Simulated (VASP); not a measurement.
TiN (Osbornite), 2 atoms in the cell. It takes space group Fm-3m (No. 225, cubic). The conventional cell has a = 4.238 Å, b = 4.238 Å, c = 4.238 Å, α = 90.00°, β = 90.00°, γ = 90.00°. Ti (site symmetry m-3m) has 6 N at 2.12 Å within 2.8 Å. Within 2.8 Å of N (site symmetry m-3m) lie 6 Ti at 2.12 Å. 

```yaml
Program: VASP 6.6.1
Task: single point
Functional: PBEsol
Potentials_or_basis: VASP PAW PBE potentials, release 64 (Ti_sv, N)
Cutoff: 600 eV
k_mesh: 11 × 11 × 11
Occupations: fermi-dirac, width 0.1 eV
Spin: no spin polarisation
Dipole_correction: no
Further_INCAR_settings: ALGO = Normal; EDIFF = 1e-06; NBANDS = 16
```

Potentials or basis: VASP PAW PBE potentials, release 64 (Ti_sv, N).

Run with:

```sh
$ cat potpaw_PBE.64/Ti_sv/POTCAR potpaw_PBE.64/N/POTCAR > POTCAR
$ mpirun -np 1 vasp_std > vasp.out
```

Hardware: 1 thread of Intel(R) Xeon(R) Platinum 8559C (Emerald Rapids), on a shared host.

Question: Estimate the wall time of this run.

Answer: Run time: 13 s on 1 thread of Intel(R) Xeon(R) Platinum 8559C (Emerald Rapids) (shared host), peak memory 0.15 GiB. Counts: scf iterations 15, k points 56.
